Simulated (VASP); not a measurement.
# Pt (Im-3m) in VASP: single point with PBEsol

Aim: the single point of Pt with PBEsol.

Program: VASP 6.6.1. These are calculated values, not measurements. Logs are shortened: lines on timing, memory, paths and dates and some standing lists are left out, and cuts for length are marked.

**1. The cell of the first run**

Symmetry: Im-3m, No. 229, cubic system. The conventional cell has a = 3.168 Å, b = 3.168 Å, c = 3.168 Å, α = 90.00°, β = 90.00°, γ = 90.00°. Within 3.6 Å of Pt (site symmetry m-3m) lie 14 Pt at 2.74 to 3.17 Å.

**2. Single point, PBEsol**

INCAR

```
ALGO = Normal ; EDIFF = 1E-6
ENCUT = 500 ; GGA = PS
GGA_COMPAT = False ; ISIF = 2
ISMEAR = 0 ; LASPH = True
LCHARG = False ; LREAL = False
LWAVE = False ; NBANDS = 11
NELM = 120 ; PREC = Accurate
SIGMA = 0.2
```

KPOINTS

```
k-points
0
Gamma
  13 13 13
```

POSCAR

```
Pt
1.0
   -1.5842200000      1.5842200000      1.5842200000
    1.5842200000     -1.5842200000      1.5842200000
    1.5842200000      1.5842200000     -1.5842200000
Pt
1
Direct
    0.0000000000      0.0000000000      0.0000000000
```

Potentials or basis: VASP PAW PBE potentials, release 64 (Pt).

The run is started by

```
$ cat potpaw_PBE.64/Pt/POTCAR > POTCAR
$ mpirun -np 1 vasp_std > vasp.out
```

OUTCAR:

```text
EDIFF = 1E-6
   ENCUT = 500
   GGA = PS
   ISIF = 2
   ISMEAR = 0
   LASPH = True
   LREAL = False
   NELM = 120
   PREC = Accurate

 ion  position               nearest neighbor table
   1  0.000  0.000  0.000-

  LATTYP: Found a body centered cubic cell.
 ALAT       =     3.1684400000

  Lattice vectors:

 A1 = (  -1.5842200000,   1.5842200000,   1.5842200000)
 A2 = (   1.5842200000,  -1.5842200000,   1.5842200000)
 A3 = (   1.5842200000,   1.5842200000,  -1.5842200000)

Analysis of symmetry for initial positions (statically):
=====================================================================
 Subroutine PRICEL returns:
 Original cell was already a primitive cell.

 Routine SETGRP: Setting up the symmetry group for a
 body centered cubic supercell.

 Subroutine GETGRP returns: Found 48 space group operations
 (whereof 48 operations were pure point group operations)
 out of a pool of 48 trial point group operations.

The static configuration has the point symmetry O_h .

Analysis of symmetry for dynamics (positions and initial velocities):
=====================================================================
 Subroutine PRICEL returns:
 Original cell was already a primitive cell.

 Routine SETGRP: Setting up the symmetry group for a
 body centered cubic supercell.

 Subroutine GETGRP returns: Found 48 space group operations
 (whereof 48 operations were pure point group operations)
 out of a pool of 48 trial point group operations.

The dynamic configuration has the point symmetry O_h .

 Subroutine INISYM returns: Found 48 space group operations
 (whereof 48 operations are pure point group operations),
 and found     1 'primitive' translations

----------------------------------------------------------------------------------------

                                     Primitive cell

  volume of cell :      15.9040

  direct lattice vectors                    reciprocal lattice vectors
    -1.584220000  1.584220000  1.584220000     0.000000000  0.315612731  0.315612731
     1.584220000 -1.584220000  1.584220000     0.315612731  0.000000000  0.315612731
     1.584220000  1.584220000 -1.584220000     0.315612731  0.315612731  0.000000000

  length of vectors
     2.743949530  2.743949530  2.743949530     0.446343804  0.446343804  0.446343804

  position of ions in fractional coordinates (direct lattice)
     0.000000000  0.000000000  0.000000000

  ion indices of the primitive-cell ions
   primitive index   ion index
                 1           1

----------------------------------------------------------------------------------------

 KPOINTS: k-points

Automatic generation of k-mesh.
 Grid dimensions read from file:
 generate k-points for:   13   13   13

 Generating k-lattice:

  Cartesian coordinates                     Fractional coordinates (reciprocal lattice)
     0.000000000  0.024277902  0.024277902     0.076923077  0.000000000  0.000000000
     0.024277902  0.000000000  0.024277902     0.000000000  0.076923077  0.000000000
     0.024277902  0.024277902  0.000000000     0.000000000  0.000000000  0.076923077

  Length of vectors
     0.034334139  0.034334139  0.034334139

  Shift w.r.t. Gamma in fractional coordinates (k-lattice)
     0.000000000  0.000000000  0.000000000

 Subroutine IBZKPT returns following result:
 ===========================================

 Found     84 irreducible k-points:

 Following reciprocal coordinates:
            Coordinates               Weight
  0.000000  0.000000  0.000000      1.000000
  0.076923  0.000000  0.000000     12.000000
  0.153846  0.000000  0.000000     12.000000
  0.230769  0.000000  0.000000     12.000000
  0.307692  0.000000  0.000000     12.000000
  0.384615  0.000000  0.000000     12.000000
[... 16 lines left out ...]
  0.153846  0.076923  0.076923     24.000000
  0.230769  0.076923  0.076923     24.000000
 [... further k-points ...]
   k-points           NKPTS =     84   k-points in BZ     NKDIM =     84   number of bands    NBANDS=     11
   number of dos      NEDOS =    301   number of ions     NIONS =      1
   total plane-waves  NPLWV =   8000
   dimension x,y,z NGX =    20 NGY =   20 NGZ =   20
   dimension x,y,z NGXF=    40 NGYF=   40 NGZF=   40
   ions per type =               1
   NGX,Y,Z   is equivalent  to a cutoff of  12.12, 12.12, 12.12 a.u.
   NGXF,Y,Z  is equivalent  to a cutoff of  24.23, 24.23, 24.23 a.u.
 SYSTEM =  unknown system
   PREC   = accura    normal or accurate (medium, high low for compatibility)
   ISTART =      0    job   : 0-new  1-cont  2-samecut
   ICHARG =      2    charge: 1-file 2-atom 10-const
   ISPIN  =      1    spin polarized calculation?
   LNONCOLLINEAR =      F non collinear calculations
   LSORBIT =      F    spin-orbit coupling
   LASPH  =      T    aspherical Exc in radial PAW
   ENCUT  =  500.0 eV  36.75 Ry    6.06 a.u.   5.00  5.00  5.00*2*pi/ulx,y,z
   NELM   =    120;   NELMIN=  2; NELMDL= -5     # of ELM steps
   EDIFF  = 0.1E-05   stopping-criterion for ELM
   LREAL  =      F    real-space projection
   EDIFFG = 0.1E-04   stopping-criterion for IOM
   NSW    =      0    number of steps for IOM
   IBRION =     -1    ionic relax: 0-MD 1-quasi-New 2-CG
   NFREE  =      0    steps in history (QN), initial steepest desc. (CG)
   ISIF   =      2    stress and relaxation
   ISYM   =      2    0-nonsym 1-usesym 2-fastsym
   POTIM  = 0.5000    time-step for ionic-motion
   TEBEG  =    0.0;   TEEND  =   0.0 temperature during run
   PSTRESS=    0.0 pullay stress
   NELECT =      10.0000    total number of electrons
   NUPDOWN=      -1.0000    fix difference up-down
   EMIN   =  10.00;   EMAX   =-10.00  energy-range for DOS
   EFERMI =   0.00;   METHOD = LEGACY
   ISMEAR =     0;   SIGMA  =   0.20  broadening in eV -4-tet -1-fermi 0-gaus
   EFERMI_NEDOS =   21; number of points for ismear=-14 and -15
   IALGO  =     38    algorithm
   IMIX   =      4    mixing-type and parameters
     AMIX     =   0.40;   BMIX     =  1.00
     AMIX_MAG =   1.60;   BMIX_MAG =  1.00
  volume/ion in A,a.u.               =      15.90       107.33
  Fermi-wavevector in a.u.,A,eV,Ry     =   1.402510  2.650360 26.763132  1.967035
  Thomas-Fermi vector in A             =   2.525265
   LORBIT       =      0    0 simple, 1 ext, 2 COOP (PROOUT), +10 PAW based schemes
   GGA     = PS    functional components
   LHFCALC =     F    Hartree Fock is set to
   AEXX    =    0.0000 exact exchange contribution
   IVDW    =     0    specifies the selected vdW correction
   LEPSILON=     F    determine dielectric tensor
   LRPA    =     F    only Hartree local field effects (RPA)
 non-spin polarized calculation
 Gauss-broadening in eV      SIGMA  =   0.20
  energy-cutoff  :      500.00
  volume of cell :       15.90
 maximum number of plane-waves:       415
   NGX =  9   NGY =  9   NGZ =  9

 number of electron      10.0000000 magnetization

 Free energy of the ion-electron system (eV)
  ---------------------------------------------------
  ext. energy  EPLUGINS =         0.00000000
  ---------------------------------------------------
  free energy    TOTEN  =        -6.82926432 eV

  energy without entropy =       -6.80508893  energy(sigma->0) =       -6.81717662

 E-fermi :   9.9520     XC(G=0): -13.3089

 val. band max:        9.9097665527   @ k =  -0.3846  -0.4615   0.1538
 cond. band min:       9.9538257631   @ k =  -0.3846  -0.4615   0.2308
 fundamental gap:      0.0440592105
 Fermi energy:         9.9520078475

 k-point     1 :       0.0000    0.0000    0.0000
  band No.  band energies     occupation
      1       0.4059      2.00000
      2       6.4477      2.00000
      3       6.4477      2.00000
      4       6.4477      2.00000
      5       8.9383      2.00000
      6       8.9383      2.00000
      7      26.9881      0.00000
      8      26.9881      0.00000
      9      26.9881      0.00000
     10      36.9155      0.00000
     11      36.9170      0.00000

 k-point     2 :       0.0769    0.0000    0.0000
  band No.  band energies     occupation
      1       0.6445      2.00000
      2       6.3548      2.00000
      3       6.4468      2.00000
      4       6.6382      2.00000
      5       8.8207      2.00000
      6       8.9447      2.00000
      7      27.0904      0.00000
      8      27.1577      0.00000
      9      27.3375      0.00000
     10      34.3417      0.00000
     11      34.8273      0.00000

 k-point     3 :       0.1538    0.0000    0.0000
  band No.  band energies     occupation
      1       1.3200      2.00000
      2       6.1067      2.00000
      3       6.4247      2.00000
      4       7.1929      2.00000
      5       8.5958      2.00000
      6       8.9694      2.00000
      7      27.0063      0.00000
      8      27.0659      0.00000
      9      28.3384      0.00000
     10      32.5609      0.00000
     11      32.6563      0.00000

 k-point     4 :       0.2308    0.0000    0.0000
  band No.  band energies     occupation
      1       2.2683      2.00000
      2       5.7771      2.00000
      3       6.4370      2.00000
      4       8.0558      2.00000
      5       8.4992      2.00000
      6       9.0219      2.00000
      7      25.0270      0.00000
      8      26.2311      0.00000
      9      29.8573      0.00000
     10      32.0029      0.00000
     11      32.1759      0.00000
[... 239 lines left out ...]
 k-point    22 :       0.0769    0.0769    0.0769
  band No.  band energies     occupation
      1       1.7445      2.00000
      2       6.0492      2.00000
      3       6.0492      2.00000
      4       7.8043      2.00000
      5       8.7835      2.00000
      6       8.7835      2.00000
      7      26.9970      0.00000
      8      26.9970      0.00000
      9      28.0264      0.00000
     10      29.9062      0.00000
     11      34.3158      0.00000

 k-point    23 :       0.1538    0.0769    0.0769
  band No.  band energies     occupation
      1       2.6784      2.00000
      2       5.7076      2.00000
      3       5.9184      2.00000
      4       8.6661      2.00000
      5       8.8525      2.00000
      6       8.9486      2.00000
      7      25.1178      0.00000
      8      25.9839      0.00000
      9      27.3984      0.00000
     10      29.0759      0.00000
     11      35.1585      0.00000

 k-point    24 :       0.2308    0.0769    0.0769
  band No.  band energies     occupation
      1       3.5232      2.00000
      2       5.3983      2.00000
      3       6.1627      2.00000
      4       8.7007      2.00000
      5       9.0917      2.00000
      6      10.1241      0.22368
      7      21.8181      0.00000
      8      24.7126      0.00000
      9      26.1216      0.00000
     10      30.6367      0.00000
     11      36.0682      0.00000

 [... further k-points ...]
[... 5 lines left out ...]
  --------------------------------------------------------------------------------------
  -------------------------------------------------------------------------------------
  Total       -1.1090504     -1.1090504     -1.1090504      0.0000000      0.0000000      0.0000000
  in kB     -111.7262943   -111.7262943   -111.7262943      0.0000000      0.0000000      0.0000000
  external PRESSURE =    -111.7262943 kB  Pullay stress =       0.0000000 kB

 VOLUME and BASIS-vectors are now :
 -----------------------------------------------------------------------------
  energy-cutoff  :      500.00
  volume of cell :       15.90
      direct lattice vectors                 reciprocal lattice vectors
    -1.584220000  1.584220000  1.584220000     0.000000000  0.315612731  0.315612731
     1.584220000 -1.584220000  1.584220000     0.315612731  0.000000000  0.315612731
     1.584220000  1.584220000 -1.584220000     0.315612731  0.315612731  0.000000000

 POSITION                                       TOTAL-FORCE (eV/Angst)
 -----------------------------------------------------------------------------------
      0.00000      0.00000      0.00000         0.000000      0.000000      0.000000
 -----------------------------------------------------------------------------------
    total drift:                               -0.000000     -0.000000      0.000000

  FREE ENERGIE OF THE ION-ELECTRON SYSTEM (eV)
  ---------------------------------------------------
  free  energy   TOTEN  =        -6.8292643189 eV

  energy  without entropy=       -6.8050889261  energy(sigma->0) =       -6.81717662
```

It took 16 s on 1 thread of AMD EPYC 7R43 (Zen 3), shared host; peak memory 0.1 GiB.

What came out:

* Free energy: -6.8293 eV
* Pressure: -11.2 GPa
* Band gap on the k mesh: zero (band 5 reaches 10.81 eV, above the bottom of band 6 at 8.78 eV)

Levels at points of the mesh, in eV from the Fermi level:
| k point | band 3 | band 4 | band 5 | band 6 | band 7 | band 8 |
| --- | --- | --- | --- | --- | --- | --- |
| (0.00, 0.00, 0.00) | -3.50 | -3.50 | -1.01 | -1.01 | 17.04 | 17.04 |

Caveat: the PAW data sets were made with another functional, which shifts forces and pressure a little; spin-orbit coupling is left out, which moves the levels of the heavy elements.
